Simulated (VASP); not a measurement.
# MgS (F-43m) in VASP: further runs

The runs below take MgS through single point, with PBE.

Everything below comes from runs of VASP 6.6.1. Logs are shortened: lines on timing, memory, paths and dates and some standing lists are left out, and cuts for length are marked.

## 1. The cell of the first run

It takes space group F-43m (No. 216, cubic). The conventional cell has a = 5.581 Å, b = 5.581 Å, c = 5.581 Å, α = 90.00°, β = 90.00°, γ = 90.00°. Within 3.2 Å of Mg (site symmetry -43m) lie 4 S at 2.42 Å. S (site symmetry -43m) has 4 Mg at 2.42 Å within 3.2 Å.

## 2. Single point, PBE (volume changed by -6%)

Input file INCAR:

```
ALGO = Normal
EDIFF = 1E-6
ENCUT = 520
GGA = PE
ISIF = 2
ISMEAR = 0
LASPH = T
LCHARG = F
LREAL = F
LWAVE = F
NBANDS = 11
NELM = 100
PREC = Accurate
SIGMA = 0.01
```

Input file KPOINTS:

```
k-points
0
Gamma
  6 6 6
```

Input file POSCAR:

```
MgS
1.0
    0.0000000000      2.7904558440      2.7904558440
    2.7904558440      0.0000000000      2.7904558440
    2.7904558440      2.7904558440      0.0000000000
Mg S
1 1
Direct
    0.0000000000      0.0000000000      0.0000000000
    0.7500000000      0.7500000000      0.7500000000
```

Potentials or basis: VASP PAW PBE potentials, release 64 (Mg, S).

Command:

```console
> cat potpaw_PBE.64/Mg/POTCAR potpaw_PBE.64/S/POTCAR > POTCAR
> mpirun -np 1 vasp_std > vasp.out
```

OUTCAR:

```text
EDIFF = 1E-6
   ENCUT = 520
   GGA = PE
   ISIF = 2
   ISMEAR = 0
   LASPH = T
   LREAL = F
   NELM = 100
   PREC = Accurate

 ion  position               nearest neighbor table
   1  0.000  0.000  0.000-   2 2.42   2 2.42   2 2.42   2 2.42
   2  0.750  0.750  0.750-   1 2.42   1 2.42   1 2.42   1 2.42

  LATTYP: Found a face centered cubic cell.
 ALAT       =     5.5809116880

  Lattice vectors:

 A1 = (   0.0000000000,   2.7904558440,   2.7904558440)
 A2 = (   2.7904558440,   0.0000000000,   2.7904558440)
 A3 = (   2.7904558440,   2.7904558440,   0.0000000000)

Analysis of symmetry for initial positions (statically):
=====================================================================
 Subroutine PRICEL returns:
 Original cell was already a primitive cell.

 Routine SETGRP: Setting up the symmetry group for a
 face centered cubic supercell.

 Subroutine GETGRP returns: Found 24 space group operations
 (whereof 24 operations were pure point group operations)
 out of a pool of 48 trial point group operations.

The static configuration has the point symmetry T_d .

Analysis of symmetry for dynamics (positions and initial velocities):
=====================================================================
 Subroutine PRICEL returns:
 Original cell was already a primitive cell.

 Routine SETGRP: Setting up the symmetry group for a
 face centered cubic supercell.

 Subroutine GETGRP returns: Found 24 space group operations
 (whereof 24 operations were pure point group operations)
 out of a pool of 48 trial point group operations.

The dynamic configuration has the point symmetry T_d .

 Subroutine INISYM returns: Found 24 space group operations
 (whereof 24 operations are pure point group operations),
 and found     1 'primitive' translations

----------------------------------------------------------------------------------------

                                     Primitive cell

  volume of cell :      43.4566

  direct lattice vectors                    reciprocal lattice vectors
     0.000000000  2.790455844  2.790455844    -0.179182194  0.179182194  0.179182194
     2.790455844  0.000000000  2.790455844     0.179182194 -0.179182194  0.179182194
     2.790455844  2.790455844  0.000000000     0.179182194  0.179182194 -0.179182194

  length of vectors
     3.946300500  3.946300500  3.946300500     0.310352664  0.310352664  0.310352664

  position of ions in fractional coordinates (direct lattice)
     0.000000000  0.000000000  0.000000000
     0.750000000  0.750000000  0.750000000

  ion indices of the primitive-cell ions
   primitive index   ion index
                 1           1
                 2           2

----------------------------------------------------------------------------------------

 KPOINTS: k-points

Automatic generation of k-mesh.
 Grid dimensions read from file:
 generate k-points for:    6    6    6

 Generating k-lattice:

  Cartesian coordinates                     Fractional coordinates (reciprocal lattice)
    -0.029863699  0.029863699  0.029863699     0.166666667  0.000000000  0.000000000
     0.029863699 -0.029863699  0.029863699     0.000000000  0.166666667  0.000000000
     0.029863699  0.029863699 -0.029863699     0.000000000  0.000000000  0.166666667

  Length of vectors
     0.051725444  0.051725444  0.051725444

  Shift w.r.t. Gamma in fractional coordinates (k-lattice)
     0.000000000  0.000000000  0.000000000

 Subroutine IBZKPT returns following result:
 ===========================================

 Found     16 irreducible k-points:

 Following reciprocal coordinates:
            Coordinates               Weight
  0.000000  0.000000  0.000000      1.000000
  0.166667  0.000000  0.000000      8.000000
  0.333333  0.000000  0.000000      8.000000
  0.500000  0.000000  0.000000      4.000000
  0.166667  0.166667  0.000000      6.000000
  0.333333  0.166667  0.000000     24.000000
[... 8 lines left out ...]
 -0.333333  0.333333  0.166667     24.000000
 -0.333333  0.500000  0.166667     12.000000
   k-points           NKPTS =     16   k-points in BZ     NKDIM =     16   number of bands    NBANDS=     11
   number of dos      NEDOS =    301   number of ions     NIONS =      2
   total plane-waves  NPLWV =  27000
   dimension x,y,z NGX =    30 NGY =   30 NGZ =   30
   dimension x,y,z NGXF=    60 NGYF=   60 NGZF=   60
   ions per type =               1   1
   NGX,Y,Z   is equivalent  to a cutoff of  12.64, 12.64, 12.64 a.u.
   NGXF,Y,Z  is equivalent  to a cutoff of  25.28, 25.28, 25.28 a.u.
 SYSTEM =  unknown system
   PREC   = accura    normal or accurate (medium, high low for compatibility)
   ISTART =      0    job   : 0-new  1-cont  2-samecut
   ICHARG =      2    charge: 1-file 2-atom 10-const
   ISPIN  =      1    spin polarized calculation?
   LNONCOLLINEAR =      F non collinear calculations
   LSORBIT =      F    spin-orbit coupling
   LASPH  =      T    aspherical Exc in radial PAW
   ENCUT  =  520.0 eV  38.22 Ry    6.18 a.u.   7.34  7.34  7.34*2*pi/ulx,y,z
   NELM   =    100;   NELMIN=  2; NELMDL= -5     # of ELM steps
   EDIFF  = 0.1E-05   stopping-criterion for ELM
   LREAL  =      F    real-space projection
   EDIFFG = 0.1E-04   stopping-criterion for IOM
   NSW    =      0    number of steps for IOM
   IBRION =     -1    ionic relax: 0-MD 1-quasi-New 2-CG
   NFREE  =      0    steps in history (QN), initial steepest desc. (CG)
   ISIF   =      2    stress and relaxation
   ISYM   =      2    0-nonsym 1-usesym 2-fastsym
   POTIM  = 0.5000    time-step for ionic-motion
   TEBEG  =    0.0;   TEEND  =   0.0 temperature during run
   PSTRESS=    0.0 pullay stress
   NELECT =       8.0000    total number of electrons
   NUPDOWN=      -1.0000    fix difference up-down
   EMIN   =  10.00;   EMAX   =-10.00  energy-range for DOS
   EFERMI =   0.00;   METHOD = LEGACY
   ISMEAR =     0;   SIGMA  =   0.01  broadening in eV -4-tet -1-fermi 0-gaus
   EFERMI_NEDOS =   21; number of points for ismear=-14 and -15
   IALGO  =     38    algorithm
   IMIX   =      4    mixing-type and parameters
     AMIX     =   0.40;   BMIX     =  1.00
     AMIX_MAG =   1.60;   BMIX_MAG =  1.00
  volume/ion in A,a.u.               =      21.73       146.63
  Fermi-wavevector in a.u.,A,eV,Ry     =   0.931293  1.759889 11.800423  0.867307
  Thomas-Fermi vector in A             =   2.057771
   LORBIT       =      0    0 simple, 1 ext, 2 COOP (PROOUT), +10 PAW based schemes
   GGA     = PE    functional components
   LHFCALC =     F    Hartree Fock is set to
   AEXX    =    0.0000 exact exchange contribution
   IVDW    =     0    specifies the selected vdW correction
   LEPSILON=     F    determine dielectric tensor
   LRPA    =     F    only Hartree local field effects (RPA)
 non-spin polarized calculation
 Gauss-broadening in eV      SIGMA  =   0.01
  energy-cutoff  :      520.00
  volume of cell :       43.46
 maximum number of plane-waves:      1211
 NGX is ok and might be reduce to    30
   NGX = 15   NGY = 15   NGZ = 15

 number of electron       8.0000000 magnetization

 Free energy of the ion-electron system (eV)
  ---------------------------------------------------
  ext. energy  EPLUGINS =         0.00000000
  ---------------------------------------------------
  free energy    TOTEN  =        -8.44248504 eV

  energy without entropy =       -8.44248504  energy(sigma->0) =       -8.44248504

 E-fermi :   1.4686     XC(G=0):  -8.5570

 val. band max:        1.3391813474   @ k =   0.0000   0.0000   0.0000
 cond. band min:       5.0160538179   @ k =   0.0000   0.0000   0.0000
 fundamental gap:      3.6768724704
 Fermi energy:         1.4686364810

 k-point     1 :       0.0000    0.0000    0.0000
  band No.  band energies     occupation
      1     -10.0748      2.00000
      2       1.3392      2.00000
      3       1.3392      2.00000
      4       1.3392      2.00000
      5       5.0161      0.00000
      6       9.3994      0.00000
      7       9.3994      0.00000
      8       9.3994      0.00000
      9      12.2590      0.00000
     10      12.2590      0.00000
     11      15.4213      0.00000

 k-point     2 :       0.1667    0.0000    0.0000
  band No.  band energies     occupation
      1      -9.9104      2.00000
      2       0.2335      2.00000
      3       1.2459      2.00000
      4       1.2459      2.00000
      5       6.0257      0.00000
      6       9.1751      0.00000
      7       9.6596      0.00000
      8       9.6596      0.00000
      9      11.6635      0.00000
     10      11.6635      0.00000
     11      14.3378      0.00000

 k-point     3 :       0.3333    0.0000    0.0000
  band No.  band energies     occupation
      1      -9.5401      2.00000
      2      -1.2904      2.00000
      3       1.0768      2.00000
      4       1.0768      2.00000
      5       6.6597      0.00000
      6       9.3424      0.00000
      7       9.3424      0.00000
      8       9.7268      0.00000
      9      12.6800      0.00000
     10      12.6800      0.00000
     11      13.7073      0.00000

 k-point     4 :       0.5000    0.0000    0.0000
  band No.  band energies     occupation
      1      -9.3275      2.00000
      2      -1.9357      2.00000
      3       0.9997      2.00000
      4       0.9997      2.00000
      5       6.6109      0.00000
      6       9.0370      0.00000
      7       9.0370      0.00000
      8      10.1531      0.00000
      9      14.5652      0.00000
     10      14.6773      0.00000
     11      14.6773      0.00000
[... 127 lines left out ...]
 k-point    14 :       0.5000    0.3333    0.1667
  band No.  band energies     occupation
      1      -9.2864      2.00000
      2      -1.2023      2.00000
      3      -0.0391      2.00000
      4       0.6119      2.00000
      5       7.0779      0.00000
      6       8.5841      0.00000
      7       8.9948      0.00000
      8      11.3468      0.00000
      9      12.2193      0.00000
     10      15.1965      0.00000
     11      15.9408      0.00000

 k-point    15 :      -0.3333    0.3333    0.1667
  band No.  band energies     occupation
      1      -9.1418      2.00000
      2      -1.3149      2.00000
      3      -0.4080      2.00000
      4       0.3983      2.00000
      5       7.1374      0.00000
      6       8.5431      0.00000
      7       9.9605      0.00000
      8      10.7921      0.00000
      9      12.8110      0.00000
     10      14.6808      0.00000
     11      15.8891      0.00000

 k-point    16 :      -0.3333    0.5000    0.1667
  band No.  band energies     occupation
      1      -9.0778      2.00000
      2      -1.2695      2.00000
      3      -0.2988      2.00000
      4       0.0121      2.00000
      5       6.3270      0.00000
      6       8.3026      0.00000
      7      10.9290      0.00000
      8      10.9849      0.00000
      9      14.2456      0.00000
     10      15.4123      0.00000
     11      15.4999      0.00000

------------------------ aborting loop because EDIFF is reached ----------------------------------------

  FORCE on cell =-STRESS in cart. coord.  units (eV):
  Direction    XX          YY          ZZ          XY          YZ          ZX
  --------------------------------------------------------------------------------------
  -------------------------------------------------------------------------------------
  Total        1.0146864      1.0146864      1.0146864      0.0000000     -0.0000000      0.0000000
  in kB       37.4099346     37.4099346     37.4099346      0.0000000     -0.0000000      0.0000000
  external PRESSURE =      37.4099346 kB  Pullay stress =       0.0000000 kB

 VOLUME and BASIS-vectors are now :
 -----------------------------------------------------------------------------
  energy-cutoff  :      520.00
  volume of cell :       43.46
      direct lattice vectors                 reciprocal lattice vectors
     0.000000000  2.790455844  2.790455844    -0.179182194  0.179182194  0.179182194
     2.790455844  0.000000000  2.790455844     0.179182194 -0.179182194  0.179182194
     2.790455844  2.790455844  0.000000000     0.179182194  0.179182194 -0.179182194

 POSITION                                       TOTAL-FORCE (eV/Angst)
 -----------------------------------------------------------------------------------
      0.00000      0.00000      0.00000         0.000000      0.000000      0.000000
      4.18568      4.18568      4.18568        -0.000000     -0.000000     -0.000000
 -----------------------------------------------------------------------------------
    total drift:                                0.000000      0.000000      0.000000

  FREE ENERGIE OF THE ION-ELECTRON SYSTEM (eV)
  ---------------------------------------------------
  free  energy   TOTEN  =        -8.4424850412 eV

  energy  without entropy=       -8.4424850412  energy(sigma->0) =       -8.44248504
```

It took 5.3 s on 1 thread of Intel Xeon 6975P-C, shared host; peak memory 0.16 GiB.

Results:

| Property | Result |
| --- | --- |
| Free energy | -8.4425 eV |
| Pressure | 3.7 GPa |
| Band gap on the k mesh | 3.68 eV, direct |

Levels at points of the mesh, in eV from the valence-band top:
```csv
k point,band 1,band 2,band 3,band 4,band 5,band 6,band 7,band 8,band 9
"(0.00, 0.00, 0.00)",-11.41,0.00,0.00,0.00,3.68,8.06,8.06,8.06,10.92
"(0.50, 0.00, 0.00)",-10.67,-3.27,-0.34,-0.34,5.27,7.70,7.70,8.81,13.23
"(0.50, 0.50, 0.00)",-10.42,-2.93,-1.08,-1.08,3.85,5.71,11.58,12.65,12.65
```

Caveat: the cell differs from its parent crystal (volume changed by -6%).

## 3. Single point, PBE (volume changed by -3%)

Input file INCAR:

```
PREC     = Accurate       # precision mode
ENCUT    = 520            # plane-wave cutoff, eV
EDIFF    = 1E-6           # SCF threshold, eV
ISMEAR   = 0              # smearing method
SIGMA    = 0.01           # smearing width, eV
LREAL    = False          # projectors in reciprocal space
LASPH    = True           # aspherical terms in the spheres
NELM     = 60             # most SCF steps
ALGO     = Normal         # electronic algorithm
ISIF     = 2              # what is computed and relaxed
LWAVE    = False          # write WAVECAR
LCHARG   = False          # write CHGCAR
GGA      = PE             # functional
NBANDS   = 11             # bands
```

Input file KPOINTS:

```
regular mesh
0
Gamma
  6 6 6
```

Input file POSCAR:

```
MgS
1.0
    0.0000000000      2.8198312221      2.8198312221
    2.8198312221      0.0000000000      2.8198312221
    2.8198312221      2.8198312221      0.0000000000
Mg S
1 1
Direct
    0.0000000000      0.0000000000      0.0000000000
    0.7500000000      0.7500000000      0.7500000000
```

Potentials or basis: VASP PAW PBE potentials, release 64 (Mg, S).

Command:

```console
> cat potpaw_PBE.64/Mg/POTCAR potpaw_PBE.64/S/POTCAR > POTCAR
> mpirun -np 1 vasp_std > vasp.out
```

Run time: 5.5 s. Hardware: 1 thread of Intel Xeon 6975P-C, shared host; peak memory 0.16 GiB.

The run converged. Its results:

```
Free energy            : -8.4658 eV
Pressure               : 1.7 GPa
Band gap on the k mesh : 3.52 eV, direct
```

Levels at points of the mesh, in eV from the valence-band top:
```csv
k point,band 1,band 2,band 3,band 4,band 5,band 6,band 7,band 8,band 9
"(0.00, 0.00, 0.00)",-11.31,0.00,0.00,0.00,3.52,7.98,7.98,7.98,10.86
"(0.50, 0.00, 0.00)",-10.61,-3.17,-0.33,-0.33,5.16,7.65,7.65,8.66,12.98
"(0.50, 0.50, 0.00)",-10.38,-2.84,-1.04,-1.04,3.87,5.66,11.27,12.39,12.39
```

Caveat: the cell differs from its parent crystal (volume changed by -3%).

## 4. Single point, PBE

This run uses another cell than the first one, of 23.12 Å³/atom, 1.064 times its volume.

Input file INCAR:

```
SYSTEM = MgS
  PREC = Accurate
  ENCUT = 520
  EDIFF = 1E-6
  ISMEAR = 0
  SIGMA = 0.01
  LREAL = .False.
  LASPH = .True.
  NELM = 80
  ALGO = Normal
  ISIF = 2
  LWAVE = .False.
  LCHARG = .True.
  GGA = PE
  LELF = .True.
  LVHAR = .True.
  NBANDS = 11
```

Input file KPOINTS:

```
regular mesh
0
Gamma
  6 6 6
  0 0 0
```

Input file POSCAR:

```
MgS
1.0
    0.0000000000      2.8486069976      2.8486069976
    2.8486069976      0.0000000000      2.8486069976
    2.8486069976      2.8486069976      0.0000000000
Mg S
1 1
Direct
    0.0000000000      0.0000000000      0.0000000000
    0.7500000000      0.7500000000      0.7500000000
```

Command:

```console
> cat potpaw_PBE.64/Mg/POTCAR potpaw_PBE.64/S/POTCAR > POTCAR
> mpirun -np 1 vasp_std > vasp.out
```

Run time: 5.8 s. Hardware: 1 thread of Intel Xeon 6975P-C, shared host; peak memory 0.16 GiB.

The run converged. Its results:

```yaml
Free_energy: -8.4724 eV
Pressure: -0.1 GPa
Band_gap_on_the_k_mesh: 3.37 eV, direct
```

Levels at points of the mesh, in eV from the valence-band top:
```tsv
k point	band 1	band 2	band 3	band 4	band 5	band 6	band 7	band 8
(0.00, 0.00, 0.00)	-11.21	0.00	0.00	0.00	3.37	7.90	7.90	7.90
(0.50, 0.00, 0.00)	-10.55	-3.06	-0.32	-0.32	5.05	7.61	7.61	8.52
(0.50, 0.50, 0.00)	-10.34	-2.76	-1.01	-1.01	3.90	5.62	10.98	12.14
```

PBE gaps usually lie below the measured ones, often by a third to a half.

## 5. Single point, PBE (volume changed by +3%)

Input file INCAR:

```
SYSTEM = MgS
PREC = Accurate
ENCUT = 520
EDIFF = 1E-6
ISMEAR = 0
SIGMA = 0.01
LREAL = .FALSE.
LASPH = .TRUE.
NELM = 80
ALGO = Normal
ISIF = 2
LWAVE = .FALSE.
LCHARG = .FALSE.
GGA = PE
NBANDS = 11
```

Input file KPOINTS:

```
Automatic mesh
0
G
  6 6 6
  0 0 0
```

Input file POSCAR:

```
MgS
1.0
    0.0000000000      2.8768128616      2.8768128616
    2.8768128616      0.0000000000      2.8768128616
    2.8768128616      2.8768128616      0.0000000000
Mg S
1 1
Direct
    0.0000000000      0.0000000000      0.0000000000
    0.7500000000      0.7500000000      0.7500000000
```

Command:

```console
> cat potpaw_PBE.64/Mg/POTCAR potpaw_PBE.64/S/POTCAR > POTCAR
> mpirun -np 1 vasp_std > vasp.out
```

Wall time 6.1 s (1 thread of Intel Xeon 6975P-C, shared host); peak memory 0.16 GiB.

The run converged. Its results:

```
Free energy            : -8.4646 eV
Pressure               : -1.7 GPa
Band gap on the k mesh : 3.22 eV, direct
```

Levels at points of the mesh, in eV from the valence-band top:
```csv
k point,band 2,band 3,band 4,band 5,band 6,band 7
"(0.00, 0.00, 0.00)",0.00,0.00,0.00,3.22,7.82,7.82
"(0.50, 0.00, 0.00)",-2.97,-0.31,-0.31,4.94,7.57,7.57
"(0.50, 0.50, 0.00)",-2.68,-0.98,-0.98,3.92,5.58,10.71
```

Caveat: the cell differs from its parent crystal (volume changed by +3%).

## 6. Summary

| cell | gap on the mesh (eV) | pressure (GPa) |
| --- | --- | --- |
| a = 3.946 Å, angles 60.0°, 2 atoms | 3.68 | 3.7 |
| a = 3.988 Å, angles 60.0°, 2 atoms | 3.52 | 1.7 |
| a = 4.029 Å, angles 60.0°, 2 atoms | 3.37 | -0.1 |
| a = 4.068 Å, angles 60.0°, 2 atoms | 3.22 | -1.7 |

Alike in all rows: task single point; level PBE; potentials or basis VASP PAW PBE potentials, release 64 (Mg, S); no spin polarisation; k mesh 6 × 6 × 6; cutoff (eV) 520; smearing gaussian 0.01 eV.

Absolute energies hang on the potentials; compare differences alone.
